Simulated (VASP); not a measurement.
Write the native input for VASP 6.6.1 that does the following.

```
Task                   : single point
Functional             : LDA
Potentials or basis    : VASP PAW LDA potentials, release 64 (Ta_pv)
Cutoff                 : 520 eV
k mesh                 : 2 × 2 × 11
Occupations            : fermi-dirac, width 0.1 eV
Spin                   : no spin polarisation
Dipole correction      : no
Further INCAR settings : ALGO = Normal; EDIFF = 1e-07; NBANDS = 30
```

The structure of Ta lies in POSCAR:

```
Ta
1.0
   22.7091110000      0.0000000000      0.0000000000
    0.0000000000     22.7091110000      0.0000000000
    0.0000000000      0.0000000000      2.3772800000
Ta
4
Direct
    0.3186290000      0.8186290000      0.0000000000
    0.6813710000      0.1813710000      0.0000000000
    0.1813710000      0.3186290000      0.0000000000
    0.8186290000      0.6813710000      0.0000000000
```

The input as run:

INCAR

```
SYSTEM = Ta
ALGO = Normal
EDIFF = 1E-7
ENCUT = 520
ISIF = 2
ISMEAR = -1
LASPH = .TRUE.
LCHARG = .FALSE.
LREAL = .FALSE.
LWAVE = .FALSE.
NBANDS = 30
NELM = 100
PREC = Accurate
SIGMA = 0.1
```

KPOINTS

```
k-points
0
G
  2 2 11
  0 0 0
```

Potentials or basis: VASP PAW LDA potentials, release 64 (Ta_pv).

Run with:

```bash
$ cat potpaw_LDA.64/Ta_pv/POTCAR > POTCAR
$ mpirun -np 1 vasp_std > vasp.out
```

Results of the run:

```
Band gap on the k mesh : zero (bands 22 and 23 overlap by 2.33 eV)
```

Caveat: spin-orbit coupling is left out, which moves the levels of the heavy elements.

Run time: 46 min on 1 thread of Intel Xeon 8259CL (shared host), peak memory 1 GiB.
